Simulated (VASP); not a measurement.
Runs of VASP 6.6.1 on Ag. The structure is that of space group Fd-3m (No. 227), or close to it. The cells are those of the table. 

| task | cell | cutoff (eV) | gap on the mesh (eV) | pressure (GPa) |
| --- | --- | --- | --- | --- |
| single point | a = 3.874 Å, angles 60.0°, 2 atoms | 520 | none | 30.3 |
| single point | a = 3.782 Å, angles 60.0°, 2 atoms | 520 | none | 45.3 |
| relaxation of cell and atoms | relaxed from a = 3.974 Å, angles 60.0°, 2 atoms | 600 | none | -0.1 |
| relaxation of cell and atoms | relaxed to 15 GPa from a = 3.974 Å, angles 60.0°, 2 atoms | 600 | none | 15.0 |
| relaxation of cell and atoms | relaxed to 45 GPa from a = 3.974 Å, angles 60.0°, 2 atoms | 600 | none | 45.0 |
| single point | a = 4.309 Å, angles 60.0°, 2 atoms | 520 | none | 0.1 |
| single point | a = 4.012 Å, angles 60.0°, 2 atoms | 520 | none | (a) |
| relaxation of cell and atoms | relaxed to 30 GPa from a = 3.974 Å, angles 60.0°, 2 atoms | 600 | none | 29.9 |

Alike in all rows: level r2SCAN; potentials or basis VASP PAW PBE potentials, release 64 (Ag); no spin polarisation; k mesh 8 × 8 × 8; smearing fermi-dirac 0.1 eV.

Task: Estimate the missing entries.

Result: (a) 15.2.

Caveats: the PAW data sets were made with another functional, which shifts forces and pressure a little; the cell is relaxed towards a set pressure, so the enthalpy falls and the energy may rise (some runs).

A k mesh can miss the band edges, and the runs leave out spin-orbit coupling on Ag.

A gap of «none» marks levels without a gap at the run's occupations.
